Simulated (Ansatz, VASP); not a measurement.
**Ge in VASP and in Ansatz**

Contents of INCAR:

```
SYSTEM = Ge
ALGO = Normal ; DIPOL = 0.5 0.5 0.500
EDIFF = 1E-7 ; ENCUT = 520
GGA = PS ; IDIPOL = 3
ISIF = 2 ; ISMEAR = -1
LASPH = .TRUE. ; LCHARG = .FALSE.
LDIPOL = .TRUE. ; LREAL = .FALSE.
LWAVE = .FALSE. ; NBANDS = 36
NELM = 80 ; PREC = Accurate
SIGMA = 0.02
```

File KPOINTS:

```
k-points
0
G
  9 9 1
  0 0 0
```

Contents of POSCAR:

```
Ge
1.0
    4.0132784969      0.0000000000      0.0000000000
   -2.0066392484      3.4756011308      0.0000000000
    0.0000000000      0.0000000000     26.1189000000
Ge
4
Direct
    0.1666666667      0.3333333333      0.4211515857
    0.5000000000      1.0000000000      0.4499568000
    0.5000000000      1.0000000000      0.5500431639
    0.8333333333      0.6666666667      0.5788484143
```

Input for Ansatz:

```yaml
crystal:
  lattice:
    - [4.0132784969, 0.0, 0.0]
    - [-2.0066392484, 3.4756011308, 0.0]
    - [0.0, 0.0, 26.1189]
  atoms:
    - { symbol: Ge, position: [0.1666666667, 0.3333333333, 0.4211515857] }
    - { symbol: Ge, position: [0.5, 1.0, 0.4499568] }
    - { symbol: Ge, position: [0.5, 1.0, 0.5500431639] }
    - { symbol: Ge, position: [0.8333333333, 0.6666666667, 0.5788484143] }
kpoints:
  mp_grid: { grid: [9, 9, 1] }
scf:
  occupations: { method: fermi_dirac, width: 0.02 }
hamiltonian:
  xc: pbesol
  pseudopotentials: { kind: paw }
output:
  forces: true
  stress: true
  eigenvalues: true
efield:
  axis: 3
  amplitude: 0
  dipole_correction: true
```

Alike in both runs: task single point; functional PBEsol; k mesh 9 × 9 × 1; occupations fermi-dirac, width 0.02 eV; no spin polarisation.

|  | VASP | Ansatz |
| --- | --- | --- |
| version | VASP 6.6.1 | Ansatz 0.2.0 |
| potentials or method | VASP PAW PBE potentials, release 64 (Ge_d) | PAW with Ansatz's default frozen-core files, scalar-relativistic |
| plane-wave cutoff (eV) | 520 | 420 |
| valence electrons in the cell | 56 | 56 |

|  | VASP | Ansatz | Ansatz less VASP |
| --- | --- | --- | --- |
| rms of the force components (eV/Å) | 0.006 | 0.003 | -0.0035 |

VASP's potentials were made for PBE, not for PBEsol. Atom by atom the forces differ by 0.003 eV/Å (rms over components).
